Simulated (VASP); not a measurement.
Set up this calculation in VASP 6.6.1, as the native input.

```yaml
Task: single point
Functional: LDA
Potentials_or_basis: VASP PAW LDA potentials, release 64 (Sb)
Cutoff: 520 eV
k_mesh: 15 × 15 × 15
Occupations: fermi-dirac, width 0.08 eV
Spin: no spin polarisation
Dipole_correction: no
Further_INCAR_settings: ALGO = Normal; EDIFF = 1e-07; NBANDS = 12
```

The structure of Sb lies in POSCAR:

```
Sb
1.0
   -2.6309759687      2.6309759687      1.3927879673
    2.6309759687     -2.6309759687      1.3927879673
    2.6309759687      2.6309759687     -1.3927879673
Sb
2
Direct
   -0.3750000000     -0.1250000000     -0.2500000000
    0.3750000000      0.1250000000      0.2500000000
```

The input as run:

INCAR

```
SYSTEM = Sb
PREC = Accurate
ENCUT = 520
EDIFF = 1E-7
ISMEAR = -1
SIGMA = 0.08
LREAL = .FALSE.
LASPH = .TRUE.
NELM = 100
ALGO = Normal
ISIF = 2
LWAVE = .FALSE.
LCHARG = .TRUE.
LELF = .TRUE.
LVHAR = .TRUE.
NBANDS = 12
```

KPOINTS

```
Automatic mesh
0
G
  15 15 15
  0 0 0
```

Potentials or basis: VASP PAW LDA potentials, release 64 (Sb).

Launch:

```console
$ cat potpaw_LDA.64/Sb/POTCAR > POTCAR
$ mpirun -np 1 vasp_std > vasp.out
```

Results of the run:

```
Pressure               : 55.9 GPa
Band gap on the k mesh : zero (bands 5 and 6 overlap by 7.88 eV)
```

Caveat: the cell stands under pressure; spin-orbit coupling is left out, which moves the levels of the heavy elements.

Wall time 4.2 min on 1 thread of AMD EPYC 7R13, with other jobs on the host, peak memory 0.21 GiB.
